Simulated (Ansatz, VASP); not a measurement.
**Ga: VASP beside Ansatz**

```
CELL_PARAMETERS angstrom
1.38300 -4.02650 0.00000
1.38300 4.02650 0.00000
-0.11745 0.00000 3.32993
ATOMIC_POSITIONS crystal
Ga 0.86900 0.13100 0.25000
Ga 0.13100 0.86900 0.75000
```

Alike in both runs: task single point; functional LDA; k mesh 11 × 11 × 9; occupations fermi-dirac, width 0.05 eV; no spin polarisation.

|  | VASP | Ansatz |
| --- | --- | --- |
| version | VASP 6.6.1 | Ansatz 0.2.0 |
| potentials or method | VASP PAW LDA potentials, release 64 (Ga_d), cutoff 500 eV | all-electron LAPW, scalar-relativistic |

VASP gave:

* pressure (GPa): -3.7
* traceless stress, the component that is largest in VASP (GPa): 0.90
* rms of the force components (eV/Å): 0.120

Problem. Which values does Ansatz return?

Solution. Pressure (GPa): -3.7; traceless stress, the component that is largest in VASP (GPa): 0.92; rms of the force components (eV/Å): 0.118.

LDA's correlation is that of Perdew and Zunger in VASP and of Perdew and Wang (1992) in Ansatz. Atom by atom the forces differ by 0.002 eV/Å (rms over components). Ansatz ran all-electron here, and VASP with PAW potentials.
